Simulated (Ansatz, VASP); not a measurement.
# MgSn2N2 in VASP and in Ansatz

Contents of INCAR:

```
SYSTEM = MgSn2N2
PREC     = Accurate       ! precision mode
ENCUT    = 600            ! plane-wave cutoff, eV
EDIFF    = 1E-6           ! SCF threshold, eV
ISMEAR   = 1              ! smearing method
SIGMA    = 0.06802846561497 ! smearing width, eV
LREAL    = .False.        ! projectors in reciprocal space
LASPH    = .True.         ! aspherical terms in the spheres
NELM     = 200            ! most SCF steps
ALGO     = Normal         ! electronic algorithm
ISIF     = 2              ! what is computed and relaxed
LWAVE    = .False.        ! write WAVECAR
LCHARG   = .True.         ! write CHGCAR
LDAU     = .True.         ! DFT+U
LDAUTYPE = 2            
LDAUL    = -1 -1 1        ! shell
LDAUU    = 0 0 1.4        ! U, eV
LDAUJ    = 0 0 0        
LDAUPRINT= 1            
GGA      = PE             ! functional
LELF     = .True.         ! ELF
LVHAR    = .True.       
NBANDS   = 28             ! bands
GGA_COMPAT= .False.
```

KPOINTS

```
regular mesh
0
Gamma
  2 2 1
  0 0 0
```

Contents of POSCAR:

```
MgSn2N2
1.0
    3.3605490000      0.0000000000      0.0000000000
    0.0000000000      3.3605490000      0.0000000000
    0.0000000000      0.0000000000      8.1883940000
Mg Sn N
1 2 2
Direct
    0.5000000000      0.5000000000      0.0000000000
    0.0000000000      0.0000000000      0.6921370000
    0.0000000000      0.0000000000      0.3078630000
    0.0000000000      0.5000000000      0.1526980000
    0.5000000000      0.0000000000      0.8473020000
```

Input for Ansatz:

```yaml
crystal:
  lattice:
    - [3.360549, 0.0, 0.0]
    - [0.0, 3.360549, 0.0]
    - [0.0, 0.0, 8.188394]
  atoms:
    - { symbol: Mg, position: [0.5, 0.5, 0.0] }
    - { symbol: Sn, position: [0.0, 0.0, 0.692137] }
    - { symbol: Sn, position: [0.0, 0.0, 0.307863] }
    - { symbol: "N", position: [0.0, 0.5, 0.152698] }
    - { symbol: "N", position: [0.5, 0.0, 0.847302] }
basis:
  ecutwfc: 420
kpoints:
  mp_grid: { grid: [2, 2, 1] }
hamiltonian:
  xc: pbe
  hubbard: { sites: [{ species: "N", l: p, u_eff: 1.4 }] }
scf:
  occupations: { method: cold, width: "0.005 Ry" }
  n_extra_bands: 1
  mixing:
    algorithm: anderson
    preconditioner: local_kerker
    globalisation: backtrack
    q_tf: 0.76
  initial_density: { chi_scale: 0, normalization: atom }
  max_iter: 74
output:
  forces: true
  stress: true
  eigenvalues: true
```

Alike in both runs: task single point; functional PBE; k mesh 2 × 2 × 1; no spin polarisation; Hubbard terms N p U = 1.4 eV.

|  | VASP | Ansatz |
| --- | --- | --- |
| version | VASP 6.6.1 | Ansatz 0.2.0 |
| potentials or method | VASP PAW PBE potentials, release 64 (Mg, Sn_d, N), cutoff 600 eV | scalar-relativistic, plane waves, PAW |
| occupations | methfessel-paxton of order 1, width 0.0680285 eV | cold |
| valence electrons in the cell | 40 | 48 |

```csv
,VASP,Ansatz,Ansatz less VASP
gap on the k mesh at the Fermi level (eV),none,none,-
pressure (GPa),3.5,1.4,-2.18
"traceless stress, the component that is largest in VASP (GPa)",-6.98,-7.66,-0.676
rms of the force components (eV/Å),0.131,0.062,-0.0686
```

The programs project onto different local orbitals, so the same U acts differently, and such runs can settle in different states. Atom by atom the forces differ by 0.076 eV/Å (rms over components). A gap of «none» marks a metal or a gap that the smearing closes. VASP's potentials hold 40 valence electrons a cell and Ansatz's 48, so a difference there can come from the potentials and not from the codes. Ansatz's warnings: filled band counts differ across k points.

The k mesh is coarse, so the values compare programs but aren't converged.
